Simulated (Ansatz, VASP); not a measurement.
# CdSe in VASP and in Ansatz

```
CELL_PARAMETERS angstrom
4.13863 0.00000 0.00000
-2.06932 3.58416 0.00000
0.00000 0.00000 7.24003
ATOMIC_POSITIONS crystal
Cd 0.33333 0.66667 0.00793
Cd 0.66667 0.33333 0.50793
Se 0.33333 0.66667 0.36807
Se 0.66667 0.33333 0.86807
```

Change from the starting cell: strained cell.

Alike in both runs: functional PBEsol; k mesh 9 × 9 × 4; occupations gaussian, width 0.02 eV; no spin polarisation.

Ansatz relaxed the structure, and its values are those at the end. VASP's run is a single point on that final structure, the one shown.

```csv
,VASP,Ansatz
version,VASP 6.6.1,Ansatz 0.2.0
potentials or method,"VASP PAW PBE potentials, release 64 (Cd, Se), cutoff 500 eV","scalar-relativistic, plane waves, PAW"
valence electrons in the cell,36,72
```

```tsv
	VASP	Ansatz	Ansatz less VASP
gap on the k mesh at the Fermi level (eV)	0.42	0.42	-0.001
least direct gap on the mesh (eV)	0.42	0.42	-0.001
pressure (GPa)	2.9	2.4	-0.40
rms of the force components (eV/Å)	0.004	0.000	-0.0037
```

VASP's potentials were made for PBE, not for PBEsol, and Ansatz warns of the same on its side. VASP's potentials hold 36 valence electrons a cell and Ansatz's 72, so a difference there can come from the potentials and not from the codes. Ansatz's warnings: stress scf threshold loose.
